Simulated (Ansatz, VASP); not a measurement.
# Cu in VASP and in Ansatz

```
Cu
1.0
    10.26689    0.00000    0.00000
     0.00000    2.00099    0.00000
    -4.07793    0.00000   21.74316
Cu
1
Cartesian
  3.0945 1.0005 10.8716
```

Change from the starting cell: strain -0.1125 x Voigt [1, 1, 0, 0, 0, 0], atoms carried along.

Alike in both runs: task single point; functional PBEsol; dispersion D3(BJ); k mesh 6 × 26 × 4; occupations gaussian, width 0.15 eV; no spin polarisation.

|  | VASP | Ansatz |
| --- | --- | --- |
| version | VASP 6.6.1 | Ansatz 0.2.0 |
| potentials or method | VASP PAW PBE potentials, release 64 (Cu), cutoff 520 eV | scalar-relativistic, plane waves, PAW |
| valence electrons in the cell | 11 | 19 |

```csv
,VASP,Ansatz,Ansatz less VASP
gap on the k mesh at the Fermi level (eV),none,none,-
pressure (GPa),0.7,0.7,-0.01
"traceless stress, the component that is largest in VASP (GPa)",1.50,1.48,-0.018
```

VASP's potentials were made for PBE, not for PBEsol. A gap of «none» marks a metal or a gap that the smearing closes. VASP's potentials hold 11 valence electrons a cell and Ansatz's 19, so a difference there can come from the potentials and not from the codes. Ansatz's warnings: xc potential rough in thin density.
